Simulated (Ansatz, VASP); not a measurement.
This is a calculation of SnO for Ansatz 0.2.0.

File input.yaml:

```yaml
crystal:
  lattice:
    - [3.8638811754, 0.0, 0.0]
    - [0.0, 3.8638811754, 0.0]
    - [0.0, 0.0, 4.9512221655]
  atoms:
    - { symbol: Sn, position: [0.5, 0.0, 0.76462614] }
    - { symbol: Sn, position: [0.0, 0.5, 0.23537386] }
    - { symbol: O, position: [0.0, 0.0, 0.0] }
    - { symbol: O, position: [0.5, 0.5, 0.0] }
hamiltonian:
  xc: pbe
  pseudopotentials: { kind: paw }
  dispersion: d3bj
kpoints:
  mp_grid: { grid: [7, 7, 6] }
scf:
  occupations: { method: fermi_dirac, width: 0.05 }
output:
  forces: true
  stress: true
  eigenvalues: true
```

Potentials or basis: Ansatz PAW.

Run with:

```console
$ ansatz run input.yaml --threads 2 --pin off --max-ram 5120MiB --backend cpu --events-out ev --progress --plain --runs-dir out
```

Task: Translate it to VASP 6.6.1. Potentials there: VASP PAW PBE potentials, release 64 (Sn_d, O).

Result: As run (the cutoff follows the program's own potentials):

The input INCAR:

```
  PREC = Accurate
  ENCUT = 520
  EDIFF = 1E-6
  ISMEAR = -1
  SIGMA = 0.05
  LREAL = F
  LASPH = T
  NELM = 60
  ALGO = Normal
  ISIF = 2
  LWAVE = F
  LCHARG = F
  GGA = PE
  IVDW = 12
  NBANDS = 28
```

File KPOINTS:

```
regular mesh
0
Gamma
  7 7 6
```

The input POSCAR:

```
SnO
1.0
    3.8638811754      0.0000000000      0.0000000000
    0.0000000000      3.8638811754      0.0000000000
    0.0000000000      0.0000000000      4.9512221655
Sn O
2 2
Direct
    0.5000000000      0.0000000000      0.7646261400
    0.0000000000      0.5000000000      0.2353738600
    0.0000000000      0.0000000000      0.0000000000
    0.5000000000      0.5000000000      0.0000000000
```

Potentials or basis: VASP PAW PBE potentials, release 64 (Sn_d, O).

Run with:

```bash
$ cat potpaw_PBE.64/Sn_d/POTCAR potpaw_PBE.64/O/POTCAR > POTCAR
$ mpirun -np 1 vasp_std > vasp.out
```

Both were run:

|  | VASP | Ansatz | Ansatz less VASP |
| --- | --- | --- | --- |
| gap on the k mesh at the Fermi level (eV) | 0.52 | 0.51 | -0.010 |
| least direct gap on the mesh (eV) | 1.99 | 2.02 | +0.028 |
| pressure (GPa) | -1.7 | -1.9 | -0.19 |
| rms of the force components (eV/Å) | 0.025 | 0.055 | +0.0309 |

Atom by atom the forces differ by 0.031 eV/Å (rms over components).

Noted on Ansatz's run: odd divisions of the mesh miss points on the zone boundary, where band edges often lie, so the gap on the mesh can be too wide.
